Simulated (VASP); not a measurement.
Ir: single point with LDA

The system is Ir.

```xyz
1
Lattice="2.5280 0.0000 0.0000 0.0000 2.5280 0.0000 0.0000 0.0000 2.5280" Properties=species:S:1:pos:R:3 pbc="T T T"
Ir    0.0000    0.0000    0.0000
```

This isn't the form of Ir at room conditions, which is fcc.

```yaml
Program: VASP 6.6.1
Task: single point
Functional: LDA
Potentials_or_basis: VASP PAW LDA potentials, release 64 (Ir_sv_GW)
Cutoff: 560 eV
k_mesh: 14 × 14 × 14
Occupations: fermi-dirac, width 0.1 eV
Spin: no spin polarisation
Dipole_correction: no
Further_INCAR_settings: ALGO = Normal; EDIFF = 1e-06; NBANDS = 14
```

```json
{"Pressure": "-1.1 GPa", "Band gap on the k mesh": "zero (an odd number of electrons rules out a gap without spin polarisation)"}
```

Levels at points of the mesh, in eV from the Fermi level:
| k point | band 4 | band 5 | band 6 | band 7 | band 8 | band 9 | band 10 | band 11 | band 12 | band 13 |
| --- | --- | --- | --- | --- | --- | --- | --- | --- | --- | --- |
| (0.00, 0.00, 0.00) | -48.64 | -9.53 | -6.39 | -6.39 | 1.41 | 1.41 | 1.41 | 15.59 | 15.59 | 15.59 |
| (0.50, 0.00, 0.00) | -48.57 | -6.49 | -5.62 | -1.58 | -1.58 | -1.04 | 1.71 | 6.30 | 15.75 | 19.71 |
| (0.50, 0.50, 0.00) | -48.50 | -6.88 | -5.00 | -1.01 | -1.01 | 3.61 | 4.58 | 4.58 | 12.07 | 14.60 |
| (0.50, 0.50, 0.50) | -49.31 | -5.55 | -5.55 | -5.55 | 3.82 | 3.82 | 8.91 | 11.11 | 11.11 | 11.11 |

Run time: 15 s on 1 thread of Intel(R) Xeon(R) Platinum 8559C (Emerald Rapids), on a shared host, peak memory 0.14 GiB.

Caveat: spin-orbit coupling is left out, which moves the levels of the heavy elements.
